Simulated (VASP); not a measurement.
# Al2As (Fd-3m) in VASP: notebook

Runs on Al2As. Level: PBE. Tasks: single point, relaxation of cell and atoms.

Everything below comes from runs of VASP 6.6.1. Logs are shortened: lines on timing, memory, paths and dates and some standing lists are left out, and cuts for length are marked.

## Step 1: The cell of the first run

It takes space group Fd-3m (No. 227, cubic). Conventional cell: a = 7.586 Å, b = 7.586 Å, c = 7.586 Å, α = 90.00°, β = 90.00°, γ = 90.00°. Within 3.5 Å of Al (site symmetry -3m) lie 6 Al at 2.68 Å and 6 As at 3.14 Å. Within 4.1 Å of As (site symmetry -43m) lie 12 Al at 3.14 Å and 4 As at 3.28 Å.

## Step 2: Single point, PBE

INCAR reads:

```
SYSTEM = Al2As
  PREC = Accurate
  ENCUT = 520
  EDIFF = 1E-6
  ISMEAR = 0
  SIGMA = 0.1
  LREAL = .False.
  LASPH = .True.
  NELM = 100
  ALGO = Normal
  ISIF = 2
  LWAVE = .False.
  LCHARG = .False.
  GGA = PE
  NBANDS = 20
```

KPOINTS reads:

```
regular mesh
0
Gamma
  10 10 10
  0 0 0
```

POSCAR reads:

```
Al2As
1.0
    0.0000000000      3.7928388791      3.7928388791
    3.7928388791      0.0000000000      3.7928388791
    3.7928388791      3.7928388791      0.0000000000
Al As
4 2
Direct
    0.6250000000      0.6250000000      0.6250000000
    0.1250000000      0.6250000000      0.6250000000
    0.6250000000      0.1250000000      0.6250000000
    0.6250000000      0.6250000000      0.1250000000
    0.0000000000      0.0000000000      0.0000000000
    0.2500000000      0.2500000000      0.2500000000
```

Potentials or basis: VASP PAW PBE potentials, release 64 (Al, As).

On the command line:

```
> cat potpaw_PBE.64/Al/POTCAR potpaw_PBE.64/As/POTCAR > POTCAR
> mpirun -np 1 vasp_std > vasp.out
```

OUTCAR:

```text
SYSTEM = Al2As
   PREC = Accurate
   ENCUT = 520
   EDIFF = 1E-6
   ISMEAR = 0
   LREAL = .False.
   LASPH = .True.
   NELM = 100
   ISIF = 2
   GGA = PE

 ion  position               nearest neighbor table
   1  0.625  0.625  0.625-   2 2.68   3 2.68   4 2.68   4 2.68   3 2.68   2 2.68
   2  0.125  0.625  0.625-   1 2.68   4 2.68   3 2.68   1 2.68   3 2.68   4 2.68
   3  0.625  0.125  0.625-   1 2.68   4 2.68   1 2.68   2 2.68   4 2.68   2 2.68
   4  0.625  0.625  0.125-   1 2.68   1 2.68   2 2.68   3 2.68   3 2.68   2 2.68
   5  0.000  0.000  0.000-
   6  0.250  0.250  0.250-

  LATTYP: Found a face centered cubic cell.
 ALAT       =     7.5856777582

  Lattice vectors:

 A1 = (   0.0000000000,   3.7928388791,   3.7928388791)
 A2 = (   3.7928388791,   0.0000000000,   3.7928388791)
 A3 = (   3.7928388791,   3.7928388791,   0.0000000000)

Analysis of symmetry for initial positions (statically):
=====================================================================
 Subroutine PRICEL returns:
 Original cell was already a primitive cell.

 Routine SETGRP: Setting up the symmetry group for a
 face centered cubic supercell.

 Subroutine GETGRP returns: Found 48 space group operations
 (whereof 24 operations were pure point group operations)
 out of a pool of 48 trial point group operations.

The static configuration has the point symmetry T_d .
 The point group associated with its full space group is O_h .

Analysis of symmetry for dynamics (positions and initial velocities):
=====================================================================
 Subroutine PRICEL returns:
 Original cell was already a primitive cell.

 Routine SETGRP: Setting up the symmetry group for a
 face centered cubic supercell.

 Subroutine GETGRP returns: Found 48 space group operations
 (whereof 24 operations were pure point group operations)
 out of a pool of 48 trial point group operations.

The dynamic configuration has the point symmetry T_d .
 The point group associated with its full space group is O_h .

 Subroutine INISYM returns: Found 48 space group operations
 (whereof 24 operations are pure point group operations),
 and found     1 'primitive' translations

----------------------------------------------------------------------------------------

                                     Primitive cell

  volume of cell :     109.1247

  direct lattice vectors                    reciprocal lattice vectors
     0.000000000  3.792838879  3.792838879    -0.131827377  0.131827377  0.131827377
     3.792838879  0.000000000  3.792838879     0.131827377 -0.131827377  0.131827377
     3.792838879  3.792838879  0.000000000     0.131827377  0.131827377 -0.131827377

  length of vectors
     5.363884183  5.363884183  5.363884183     0.228331714  0.228331714  0.228331714

  position of ions in fractional coordinates (direct lattice)
     0.625000000  0.625000000  0.625000000
     0.125000000  0.625000000  0.625000000
     0.625000000  0.125000000  0.625000000
     0.625000000  0.625000000  0.125000000
     0.000000000  0.000000000  0.000000000
     0.250000000  0.250000000  0.250000000

  ion indices of the primitive-cell ions
   primitive index   ion index
                 1           1
                 2           2
                 3           3
                 4           4
                 5           5
                 6           6

----------------------------------------------------------------------------------------

 KPOINTS: regular mesh

Automatic generation of k-mesh.
 Grid dimensions read from file:
 generate k-points for:   10   10   10

 Generating k-lattice:

  Cartesian coordinates                     Fractional coordinates (reciprocal lattice)
    -0.013182738  0.013182738  0.013182738     0.100000000  0.000000000  0.000000000
     0.013182738 -0.013182738  0.013182738     0.000000000  0.100000000  0.000000000
     0.013182738  0.013182738 -0.013182738     0.000000000  0.000000000  0.100000000

  Length of vectors
     0.022833171  0.022833171  0.022833171

  Shift w.r.t. Gamma in fractional coordinates (k-lattice)
     0.000000000  0.000000000  0.000000000

 Subroutine IBZKPT returns following result:
 ===========================================

 Found     47 irreducible k-points:

 Following reciprocal coordinates:
            Coordinates               Weight
  0.000000  0.000000  0.000000      1.000000
  0.100000  0.000000  0.000000      8.000000
  0.200000  0.000000  0.000000      8.000000
  0.300000  0.000000  0.000000      8.000000
  0.400000  0.000000  0.000000      8.000000
  0.500000  0.000000  0.000000      4.000000
[... 16 lines left out ...]
  0.300000  0.300000  0.000000      6.000000
  0.400000  0.300000  0.000000     24.000000
 [... further k-points ...]
   k-points           NKPTS =     47   k-points in BZ     NKDIM =     47   number of bands    NBANDS=     20
   number of dos      NEDOS =    301   number of ions     NIONS =      6
   total plane-waves  NPLWV =  64000
   dimension x,y,z NGX =    40 NGY =   40 NGZ =   40
   dimension x,y,z NGXF=    80 NGYF=   80 NGZF=   80
   ions per type =               4   2
   NGX,Y,Z   is equivalent  to a cutoff of  12.40, 12.40, 12.40 a.u.
   NGXF,Y,Z  is equivalent  to a cutoff of  24.79, 24.79, 24.79 a.u.
 SYSTEM =  Al2As
   PREC   = accura    normal or accurate (medium, high low for compatibility)
   ISTART =      0    job   : 0-new  1-cont  2-samecut
   ICHARG =      2    charge: 1-file 2-atom 10-const
   ISPIN  =      1    spin polarized calculation?
   LNONCOLLINEAR =      F non collinear calculations
   LSORBIT =      F    spin-orbit coupling
   LASPH  =      T    aspherical Exc in radial PAW
   ENCUT  =  520.0 eV  38.22 Ry    6.18 a.u.   9.97  9.97  9.97*2*pi/ulx,y,z
   NELM   =    100;   NELMIN=  2; NELMDL= -5     # of ELM steps
   EDIFF  = 0.1E-05   stopping-criterion for ELM
   LREAL  =      F    real-space projection
   EDIFFG = 0.1E-04   stopping-criterion for IOM
   NSW    =      0    number of steps for IOM
   IBRION =     -1    ionic relax: 0-MD 1-quasi-New 2-CG
   NFREE  =      0    steps in history (QN), initial steepest desc. (CG)
   ISIF   =      2    stress and relaxation
   ISYM   =      2    0-nonsym 1-usesym 2-fastsym
   POTIM  = 0.5000    time-step for ionic-motion
   TEBEG  =    0.0;   TEEND  =   0.0 temperature during run
   PSTRESS=    0.0 pullay stress
   NELECT =      22.0000    total number of electrons
   NUPDOWN=      -1.0000    fix difference up-down
   EMIN   =  10.00;   EMAX   =-10.00  energy-range for DOS
   EFERMI =   0.00;   METHOD = LEGACY
   ISMEAR =     0;   SIGMA  =   0.10  broadening in eV -4-tet -1-fermi 0-gaus
   EFERMI_NEDOS =   21; number of points for ismear=-14 and -15
   IALGO  =     38    algorithm
   IMIX   =      4    mixing-type and parameters
     AMIX     =   0.40;   BMIX     =  1.00
     AMIX_MAG =   1.60;   BMIX_MAG =  1.00
  volume/ion in A,a.u.               =      18.19       122.74
  Fermi-wavevector in a.u.,A,eV,Ry     =   0.959934  1.814012 12.537403  0.921473
  Thomas-Fermi vector in A             =   2.089174
   LORBIT       =      0    0 simple, 1 ext, 2 COOP (PROOUT), +10 PAW based schemes
   GGA     = PE    functional components
   LHFCALC =     F    Hartree Fock is set to
   AEXX    =    0.0000 exact exchange contribution
   IVDW    =     0    specifies the selected vdW correction
   LEPSILON=     F    determine dielectric tensor
   LRPA    =     F    only Hartree local field effects (RPA)
 non-spin polarized calculation
 Gauss-broadening in eV      SIGMA  =   0.10
  energy-cutoff  :      520.00
  volume of cell :      109.12
 maximum number of plane-waves:      2954
   NGX = 19   NGY = 19   NGZ = 19

 number of electron      21.9999998 magnetization

 Free energy of the ion-electron system (eV)
  ---------------------------------------------------
  ext. energy  EPLUGINS =         0.00000000
  ---------------------------------------------------
  free energy    TOTEN  =       -22.59106917 eV

  energy without entropy =      -22.57507702  energy(sigma->0) =      -22.58307310

 E-fermi :   7.0596     XC(G=0): -10.2055

 val. band max:        7.0419747242   @ k =   0.5000   0.4000   0.1000
 cond. band min:       7.0705564364   @ k =  -0.4000   0.4000   0.2000
 fundamental gap:      0.0285817122
 Fermi energy:         7.0595565162

 k-point     1 :       0.0000    0.0000    0.0000
  band No.  band energies     occupation
      1      -5.9715      2.00000
      2      -2.3312      2.00000
      3       0.0283      2.00000
      4       2.9066      2.00000
      5       3.1248      2.00000
      6       3.1248      2.00000
[... 12 lines left out ...]
     19      13.3189      0.00000
     20      15.5443      0.00000

 k-point     2 :       0.1000    0.0000    0.0000
  band No.  band energies     occupation
      1      -5.9091      2.00000
      2      -2.4127      2.00000
      3      -0.1261      2.00000
      4       2.4495      2.00000
      5       2.8457      2.00000
      6       2.8457      2.00000
[... 12 lines left out ...]
     19      13.8542      0.00000
     20      14.8068      0.00000

 k-point     3 :       0.2000    0.0000    0.0000
  band No.  band energies     occupation
      1      -5.7262      2.00000
      2      -2.6504      2.00000
      3      -0.5336      2.00000
      4       1.9372      2.00000
      5       2.5805      2.00000
      6       2.5805      2.00000
[... 12 lines left out ...]
     19      13.9663      0.00000
     20      13.9663      0.00000

 k-point     4 :       0.3000    0.0000    0.0000
  band No.  band energies     occupation
      1      -5.4401      2.00000
      2      -3.0248      2.00000
      3      -0.9673      2.00000
      4       1.5501      2.00000
      5       2.4344      2.00000
      6       2.4344      2.00000
[... 429 lines left out ...]
 k-point    23 :       0.3000    0.3000    0.0000
  band No.  band energies     occupation
      1      -5.2516      2.00000
      2      -3.1289      2.00000
      3      -0.7753      2.00000
      4       0.5927      2.00000
      5       1.2575      2.00000
      6       1.2575      2.00000
[... 12 lines left out ...]
     19      11.4006      0.00000
     20      13.5725      0.00000

 k-point    24 :       0.4000    0.3000    0.0000
  band No.  band energies     occupation
      1      -4.9810      2.00000
      2      -3.3926      2.00000
      3      -0.9951      2.00000
      4       0.0705      2.00000
      5       1.1342      2.00000
      6       1.5114      2.00000
[... 12 lines left out ...]
     19      11.4067      0.00000
     20      12.4887      0.00000

 [... further k-points ...]

------------------------ aborting loop because EDIFF is reached ----------------------------------------

  FORCE on cell =-STRESS in cart. coord.  units (eV):
  Direction    XX          YY          ZZ          XY          YZ          ZX
  --------------------------------------------------------------------------------------
  -------------------------------------------------------------------------------------
  Total       -0.0001426     -0.0001426     -0.0001426      0.0000000      0.0000000      0.0000000
  in kB       -0.0020939     -0.0020939     -0.0020939      0.0000000      0.0000000      0.0000000
  external PRESSURE =      -0.0020939 kB  Pullay stress =       0.0000000 kB

 VOLUME and BASIS-vectors are now :
 -----------------------------------------------------------------------------
  energy-cutoff  :      520.00
  volume of cell :      109.12
      direct lattice vectors                 reciprocal lattice vectors
     0.000000000  3.792838879  3.792838879    -0.131827377  0.131827377  0.131827377
     3.792838879  0.000000000  3.792838879     0.131827377 -0.131827377  0.131827377
     3.792838879  3.792838879  0.000000000     0.131827377  0.131827377 -0.131827377

 POSITION                                       TOTAL-FORCE (eV/Angst)
 -----------------------------------------------------------------------------------
      4.74105      4.74105      4.74105         0.000000     -0.000000     -0.000000
      4.74105      2.84463      2.84463         0.000000     -0.000000     -0.000000
      2.84463      4.74105      2.84463         0.000000     -0.000000     -0.000000
      2.84463      2.84463      4.74105         0.000000     -0.000000     -0.000000
      0.00000      0.00000      0.00000        -0.000000      0.000000      0.000000
      1.89642      1.89642      1.89642         0.000000      0.000000     -0.000000
 -----------------------------------------------------------------------------------
    total drift:                               -0.000000     -0.000000      0.000000

  FREE ENERGIE OF THE ION-ELECTRON SYSTEM (eV)
  ---------------------------------------------------
  free  energy   TOTEN  =       -22.5910691684 eV

  energy  without entropy=      -22.5750770231  energy(sigma->0) =      -22.58307310
```

Run time: 78 s. Hardware: 1 thread of Intel Xeon Platinum 8259CL at 2.50GHz (Skylake/Cascade Lake), shared host; peak memory 0.28 GiB.

Results:

- Free energy: -22.5911 eV
- Pressure: 0.0 GPa
- Band gap on the k mesh: zero (band 11 reaches 8.13 eV, above the bottom of band 12 at 5.09 eV)

(Continued in part 2 of 3.)
